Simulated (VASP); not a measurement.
Here is a VASP 6.6.1 calculation.

Contents of INCAR:

```
SYSTEM = MgF2
  PREC = Accurate
  ENCUT = 600
  EDIFF = 1E-6
  ISMEAR = -1
  SIGMA = 0.02
  LREAL = .False.
  LASPH = .True.
  NELM = 120
  ALGO = Normal
  ISIF = 2
  LWAVE = .False.
  LCHARG = .False.
  GGA = PE
  NBANDS = 25
  GGA_COMPAT = .False.
```

KPOINTS

```
regular mesh
0
Gamma
  6 6 8
  0 0 0
```

POSCAR

```
MgF2
1.0
    4.6220159946      0.0000000000      0.0000000000
    0.0000000000      4.6220159946      0.0000000000
    0.0000000000      0.0000000000      3.1070339947
Mg F
2 4
Direct
    0.0000000000      0.0000000000      0.0000000000
    0.5000000000      0.5000000000      0.5000000000
    0.3037306658      0.3037306658      0.0000000000
    0.1962693342      0.8037306658      0.5000000000
    0.8037306658      0.1962693342      0.5000000000
    0.6962693342      0.6962693342      0.0000000000
```

Potentials or basis: VASP PAW PBE potentials, release 64 (Mg, F).

The run is started by

```sh
$ cat potpaw_PBE.64/Mg/POTCAR potpaw_PBE.64/F/POTCAR > POTCAR
$ mpirun -np 1 vasp_std > vasp.out
```

Q: Estimate the largest force.

A: 0.021 eV/Å.

Q: Estimate the pressure.

A: 1.6 GPa.

Stress tensor (GPa, compression positive):
```
2.33 0.00 0.00
0.00 2.33 0.00
0.00 0.00 0.07
```

Caveat: the cell differs from its parent crystal (uniaxial z strain +2.0%); the structure was generated, so it needn't be the stable form of MgF2.
